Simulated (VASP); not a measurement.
# KCl (Fm-3m) in VASP: notebook

The runs below take KCl through single point, relaxation of cell and atoms, with PBE.

Everything below comes from runs of VASP 6.6.1. Logs are shortened: lines on timing, memory, paths and dates and some standing lists are left out, and cuts for length are marked.

## (1) The cell of the first run

It takes space group Fm-3m (No. 225, cubic). Conventional cell: a = 6.378 Å, b = 6.378 Å, c = 6.378 Å, α = 90.00°, β = 90.00°, γ = 90.00°. K (site symmetry m-3m) has 6 Cl at 3.19 Å within 4.2 Å. Within 4.2 Å of Cl (site symmetry m-3m) lie 6 K at 3.19 Å.

## (2) Single point, PBE

INCAR

```
PREC = Accurate ; ENCUT = 520
EDIFF = 1E-6 ; ISMEAR = 0
SIGMA = 0.02 ; LREAL = F
LASPH = T ; NELM = 100
ALGO = Normal ; ISIF = 2
LWAVE = F ; LCHARG = T
GGA = PE ; LELF = T
LVHAR = T ; NBANDS = 15
```

KPOINTS

```
Automatic mesh
0
Gamma
  6 6 6
```

POSCAR

```
KCl
1.0
    0.0000000000      3.1888501749      3.1888501749
    3.1888501749      0.0000000000      3.1888501749
    3.1888501749      3.1888501749      0.0000000000
K Cl
1 1
Direct
    0.0000000000      0.0000000000      0.0000000000
    0.5000000000      0.5000000000      0.5000000000
```

Potentials or basis: VASP PAW PBE potentials, release 64 (K_sv, Cl).

Launch:

```
> cat potpaw_PBE.64/K_sv/POTCAR potpaw_PBE.64/Cl/POTCAR > POTCAR
> mpirun -np 1 vasp_std > vasp.out
```

OUTCAR:

```text
PREC = Accurate
   ENCUT = 520
   EDIFF = 1E-6
   ISMEAR = 0
   LREAL = F
   LASPH = T
   NELM = 100
   ISIF = 2
   GGA = PE

 ion  position               nearest neighbor table
   1  0.000  0.000  0.000-   2 3.19   2 3.19   2 3.19   2 3.19   2 3.19   2 3.19
   2  0.500  0.500  0.500-   1 3.19   1 3.19   1 3.19   1 3.19   1 3.19   1 3.19

  LATTYP: Found a face centered cubic cell.
 ALAT       =     6.3777003498

  Lattice vectors:

 A1 = (   0.0000000000,   3.1888501749,   3.1888501749)
 A2 = (   3.1888501749,   0.0000000000,   3.1888501749)
 A3 = (   3.1888501749,   3.1888501749,   0.0000000000)

Analysis of symmetry for initial positions (statically):
=====================================================================
 Subroutine PRICEL returns:
 Original cell was already a primitive cell.

 Routine SETGRP: Setting up the symmetry group for a
 face centered cubic supercell.

 Subroutine GETGRP returns: Found 48 space group operations
 (whereof 48 operations were pure point group operations)
 out of a pool of 48 trial point group operations.

The static configuration has the point symmetry O_h .

Analysis of symmetry for dynamics (positions and initial velocities):
=====================================================================
 Subroutine PRICEL returns:
 Original cell was already a primitive cell.

 Routine SETGRP: Setting up the symmetry group for a
 face centered cubic supercell.

 Subroutine GETGRP returns: Found 48 space group operations
 (whereof 48 operations were pure point group operations)
 out of a pool of 48 trial point group operations.

The dynamic configuration has the point symmetry O_h .

 Subroutine INISYM returns: Found 48 space group operations
 (whereof 48 operations are pure point group operations),
 and found     1 'primitive' translations

----------------------------------------------------------------------------------------

                                     Primitive cell

  volume of cell :      64.8533

  direct lattice vectors                    reciprocal lattice vectors
     0.000000000  3.188850175  3.188850175    -0.156796329  0.156796329  0.156796329
     3.188850175  0.000000000  3.188850175     0.156796329 -0.156796329  0.156796329
     3.188850175  3.188850175  0.000000000     0.156796329  0.156796329 -0.156796329

  length of vectors
     4.509715166  4.509715166  4.509715166     0.271579208  0.271579208  0.271579208

  position of ions in fractional coordinates (direct lattice)
     0.000000000  0.000000000  0.000000000
     0.500000000  0.500000000  0.500000000

[... 78 lines left out ...]
   NELECT =      16.0000    total number of electrons
   NUPDOWN=      -1.0000    fix difference up-down
   EMIN   =  10.00;   EMAX   =-10.00  energy-range for DOS
   EFERMI =   0.00;   METHOD = LEGACY
   ISMEAR =     0;   SIGMA  =   0.02  broadening in eV -4-tet -1-fermi 0-gaus
   EFERMI_NEDOS =   21; number of points for ismear=-14 and -15
   IALGO  =     38    algorithm
   IMIX   =      4    mixing-type and parameters
     AMIX     =   0.40;   BMIX     =  1.00
     AMIX_MAG =   1.60;   BMIX_MAG =  1.00
  volume/ion in A,a.u.               =      32.43       218.83
  Fermi-wavevector in a.u.,A,eV,Ry     =   1.026764  1.940303 14.343870  1.054245
  Thomas-Fermi vector in A             =   2.160674
   LORBIT       =      0    0 simple, 1 ext, 2 COOP (PROOUT), +10 PAW based schemes
   GGA     = PE    functional components
   LHFCALC =     F    Hartree Fock is set to
   AEXX    =    0.0000 exact exchange contribution
   IVDW    =     0    specifies the selected vdW correction
   LEPSILON=     F    determine dielectric tensor
   LRPA    =     F    only Hartree local field effects (RPA)
 non-spin polarized calculation
 Gauss-broadening in eV      SIGMA  =   0.02
  energy-cutoff  :      520.00
  volume of cell :       64.85
 maximum number of plane-waves:      1807
 NGX is ok and might be reduce to    36
   NGX = 17   NGY = 17   NGZ = 17

 number of electron      15.9999998 magnetization

 Free energy of the ion-electron system (eV)
  ---------------------------------------------------
  ext. energy  EPLUGINS =         0.00000000
  ---------------------------------------------------
  free energy    TOTEN  =        -6.81092501 eV

  energy without entropy =       -6.81092501  energy(sigma->0) =       -6.81092501

 E-fermi :  -1.7997     XC(G=0):  -7.3766

 val. band max:       -1.9969119736   @ k =   0.0000   0.0000   0.0000
 cond. band min:       3.0544175800   @ k =   0.0000   0.0000   0.0000
 fundamental gap:      5.0513295537
 Fermi energy:        -1.7996860273

 k-point     1 :       0.0000    0.0000    0.0000
  band No.  band energies     occupation
      1     -29.2948      2.00000
      2     -14.0710      2.00000
      3     -12.7548      2.00000
      4     -12.7548      2.00000
      5     -12.7548      2.00000
      6      -1.9969      2.00000
      7      -1.9969      2.00000
      8      -1.9969      2.00000
      9       3.0544      0.00000
     10       6.3581      0.00000
     11       6.3581      0.00000
     12       6.3581      0.00000
     13       7.2129      0.00000
     14       7.2129      0.00000
[... 257 lines left out ...]
      2     -14.0481      2.00000
      3     -12.8570      2.00000
      4     -12.8204      2.00000
      5     -12.7040      2.00000
      6      -2.5437      2.00000
      7      -2.3898      2.00000
      8      -2.3390      2.00000
      9       5.2451      0.00000
     10       6.8059      0.00000
     11       6.8879      0.00000
     12       8.0033      0.00000
     13       8.8148      0.00000
     14       9.5489      0.00000
     15      10.0724      0.00000

------------------------ aborting loop because EDIFF is reached ----------------------------------------

  FORCE on cell =-STRESS in cart. coord.  units (eV):
  Direction    XX          YY          ZZ          XY          YZ          ZX
  --------------------------------------------------------------------------------------
  -------------------------------------------------------------------------------------
  Total        0.0199857      0.0199857      0.0199857      0.0000000      0.0000000      0.0000000
  in kB        0.4937402      0.4937402      0.4937402      0.0000000      0.0000000      0.0000000
  external PRESSURE =       0.4937402 kB  Pullay stress =       0.0000000 kB

 VOLUME and BASIS-vectors are now :
 -----------------------------------------------------------------------------
  energy-cutoff  :      520.00
  volume of cell :       64.85
      direct lattice vectors                 reciprocal lattice vectors
     0.000000000  3.188850175  3.188850175    -0.156796329  0.156796329  0.156796329
     3.188850175  0.000000000  3.188850175     0.156796329 -0.156796329  0.156796329
     3.188850175  3.188850175  0.000000000     0.156796329  0.156796329 -0.156796329

 POSITION                                       TOTAL-FORCE (eV/Angst)
 -----------------------------------------------------------------------------------
      0.00000      0.00000      0.00000         0.000000      0.000000      0.000000
      3.18885      3.18885      3.18885        -0.000000     -0.000000     -0.000000
 -----------------------------------------------------------------------------------
    total drift:                                0.000000      0.000000      0.000000

  FREE ENERGIE OF THE ION-ELECTRON SYSTEM (eV)
  ---------------------------------------------------
  free  energy   TOTEN  =        -6.8109250134 eV

  energy  without entropy=       -6.8109250134  energy(sigma->0) =       -6.81092501
```

It took 8.1 s on 1 thread of Intel Xeon 6975P-C (Granite Rapids), shared host; peak memory 0.2 GiB.

What came out:

```
Free energy            : -6.8109 eV
Pressure               : 0.0 GPa
Band gap on the k mesh : 5.05 eV, direct
```

PBE gaps usually lie below the measured ones, often by a third to a half.

## (3) Relaxation of cell and atoms, PBE

This run uses another cell than the first one, of 31.01 Å³/atom, 0.956 times its volume.

INCAR

```
  PREC = Accurate
  ENCUT = 600
  EDIFF = 1E-7
  ISMEAR = 0
  SIGMA = 0.02
  LREAL = False
  LASPH = True
  NELM = 60
  ALGO = Normal
  ISIF = 3
  LWAVE = False
  LCHARG = False
  GGA = PE
  IBRION = 2
  NSW = 100
  EDIFFG = -0.005
```

KPOINTS

```
regular mesh
0
Gamma
  6 6 6
```

POSCAR

```
KCl
1.0
    0.0000000000      3.1418713000      3.1418713000
    3.1418713000      0.0000000000      3.1418713000
    3.1418713000      3.1418713000      0.0000000000
K Cl
1 1
Direct
    0.0000000000      0.0000000000      0.0000000000
    0.5000000000      0.5000000000      0.5000000000
```

Potentials or basis: VASP PAW PBE potentials, release 64 (K_sv, Cl).

Launch:

```
> cat potpaw_PBE.64/K_sv/POTCAR potpaw_PBE.64/Cl/POTCAR > POTCAR
> mpirun -np 1 vasp_std > vasp.out
```

OUTCAR:

```text
PREC = Accurate
   ENCUT = 600
   EDIFF = 1E-7
   ISMEAR = 0
   LREAL = False
   LASPH = True
   NELM = 60
   ISIF = 3
   GGA = PE
   IBRION = 2
   NSW = 100
   EDIFFG = -0.005

 ion  position               nearest neighbor table
   1  0.000  0.000  0.000-   2 3.14   2 3.14   2 3.14   2 3.14   2 3.14   2 3.14
   2  0.500  0.500  0.500-   1 3.14   1 3.14   1 3.14   1 3.14   1 3.14   1 3.14

  LATTYP: Found a face centered cubic cell.
 ALAT       =     6.2837426000

  Lattice vectors:

 A1 = (   0.0000000000,   3.1418713000,   3.1418713000)
 A2 = (   3.1418713000,   0.0000000000,   3.1418713000)
 A3 = (   3.1418713000,   3.1418713000,   0.0000000000)

Analysis of symmetry for initial positions (statically):
=====================================================================
 Subroutine PRICEL returns:
 Original cell was already a primitive cell.

 Routine SETGRP: Setting up the symmetry group for a
 face centered cubic supercell.

 Subroutine GETGRP returns: Found 48 space group operations
 (whereof 48 operations were pure point group operations)
 out of a pool of 48 trial point group operations.

The static configuration has the point symmetry O_h .

Analysis of symmetry for dynamics (positions and initial velocities):
=====================================================================
 Subroutine PRICEL returns:
 Original cell was already a primitive cell.

 Routine SETGRP: Setting up the symmetry group for a
 face centered cubic supercell.

 Subroutine GETGRP returns: Found 48 space group operations
 (whereof 48 operations were pure point group operations)
 out of a pool of 48 trial point group operations.

The dynamic configuration has the point symmetry O_h .

 Subroutine INISYM returns: Found 48 space group operations
 (whereof 48 operations are pure point group operations),
 and found     1 'primitive' translations

----------------------------------------------------------------------------------------

[... 96 lines left out ...]
   EMIN   =  10.00;   EMAX   =-10.00  energy-range for DOS
   EFERMI =   0.00;   METHOD = LEGACY
   ISMEAR =     0;   SIGMA  =   0.02  broadening in eV -4-tet -1-fermi 0-gaus
   EFERMI_NEDOS =   21; number of points for ismear=-14 and -15
   IALGO  =     38    algorithm
   IMIX   =      4    mixing-type and parameters
     AMIX     =   0.40;   BMIX     =  1.00
     AMIX_MAG =   1.60;   BMIX_MAG =  1.00
  volume/ion in A,a.u.               =      31.01       209.30
  Fermi-wavevector in a.u.,A,eV,Ry     =   1.042117  1.969315 14.776031  1.086008
  Thomas-Fermi vector in A             =   2.176768
   LORBIT       =      0    0 simple, 1 ext, 2 COOP (PROOUT), +10 PAW based schemes
   GGA     = PE    functional components
   LHFCALC =     F    Hartree Fock is set to
   AEXX    =    0.0000 exact exchange contribution
   IVDW    =     0    specifies the selected vdW correction
   LEPSILON=     F    determine dielectric tensor
   LRPA    =     F    only Hartree local field effects (RPA)
 conjugate gradient relaxation of ions
 non-spin polarized calculation
 Gauss-broadening in eV      SIGMA  =   0.02
  energy-cutoff  :      600.00
  volume of cell :       62.03
 maximum number of plane-waves:      2090
   NGX = 17   NGY = 17   NGZ = 17

--------------------------------------- Ionic step        1  -------------------------------------------

 number of electron      16.0000001 magnetization

 Free energy of the ion-electron system (eV)
  ---------------------------------------------------
  ext. energy  EPLUGINS =         0.00000000
  ---------------------------------------------------
  free energy    TOTEN  =        -6.80271494 eV

  energy without entropy =       -6.80271494  energy(sigma->0) =       -6.80271494

------------------------ aborting loop because EDIFF is reached ----------------------------------------

  FORCE on cell =-STRESS in cart. coord.  units (eV):
  Direction    XX          YY          ZZ          XY          YZ          ZX
  --------------------------------------------------------------------------------------
  -------------------------------------------------------------------------------------
  Total        0.3513105      0.3513105      0.3513105      0.0000000      0.0000000     -0.0000000
  in kB        9.0741628      9.0741628      9.0741628      0.0000000      0.0000000     -0.0000000
  external PRESSURE =       9.0741628 kB  Pullay stress =       0.0000000 kB
[... 95 lines left out ...]
--------------------------------------- Ionic step        4  -------------------------------------------

 number of electron      15.9999998 magnetization

 Free energy of the ion-electron system (eV)
  ---------------------------------------------------
  ext. energy  EPLUGINS =         0.00000000
  ---------------------------------------------------
  free energy    TOTEN  =        -6.81111724 eV

  energy without entropy =       -6.81111724  energy(sigma->0) =       -6.81111724

 E-fermi :  -1.8421     XC(G=0):  -7.3576

 val. band max:       -2.0142480632   @ k =   0.0000   0.0000   0.0000
 cond. band min:       3.0223693662   @ k =   0.0000   0.0000   0.0000
 fundamental gap:      5.0366174295
 Fermi energy:        -1.8421037508

 k-point     1 :       0.0000    0.0000    0.0000
  band No.  band energies     occupation
      1     -29.3237      2.00000
      2     -14.0830      2.00000
      3     -12.7838      2.00000
      4     -12.7838      2.00000
      5     -12.7838      2.00000
      6      -2.0142      2.00000
      7      -2.0142      2.00000
      8      -2.0142      2.00000
      9       3.0224      0.00000
     10       6.3374      0.00000
     11       6.3374      0.00000
     12       6.3374      0.00000
[... 252 lines left out ...]
  FREE ENERGIE OF THE ION-ELECTRON SYSTEM (eV)
  ---------------------------------------------------
  free  energy   TOTEN  =        -6.8111172401 eV

  energy  without entropy=       -6.8111172401  energy(sigma->0) =       -6.81111724

 reached required accuracy - stopping structural energy minimisation
```

It took 24 s on 1 thread of Intel Xeon 6975P-C (Granite Rapids), shared host; peak memory 0.22 GiB.

Results:

* Free energy: -6.8111 eV
* Relaxed volume: 32.58 Å³/atom
* Relaxed cell: a = 4.517 Å, b = 4.517 Å, c = 4.517 Å, α = 60.00°, β = 60.00°, γ = 60.00°
* Space group after relaxing (to 0.05 Å): Fm-3m (No. 225)
* Energy gained by relaxing: 4.2 meV/atom
* Ionic steps: 4
* Pressure after relaxing: 0.0 GPa
* Band gap on the k mesh: 5.04 eV, direct

Step by step:
```csv
step,energy change (eV),largest force (eV/Å),pressure (GPa),volume (Å³)
1,0.0000,0.0000,0.91,62.03
2,-0.0065,0.0000,0.41,63.62
3,-0.0084,0.0000,-0.05,65.35
4,-0.0084,0.0000,0.00,65.16
```

Final structure:
```cif
data_structure
_symmetry_space_group_name_H-M 'P 1'
_symmetry_Int_Tables_number 1
_cell_length_a 4.5167
_cell_length_b 4.5167
_cell_length_c 4.5167
_cell_angle_alpha 60.000
_cell_angle_beta 60.000
_cell_angle_gamma 60.000
_cell_volume 65.16
loop_
_atom_site_label
_atom_site_type_symbol
_atom_site_fract_x
_atom_site_fract_y
_atom_site_fract_z
_atom_site_occupancy
K1 K 0.00000 0.00000 0.00000 1
Cl1 Cl 0.50000 0.50000 0.50000 1
```
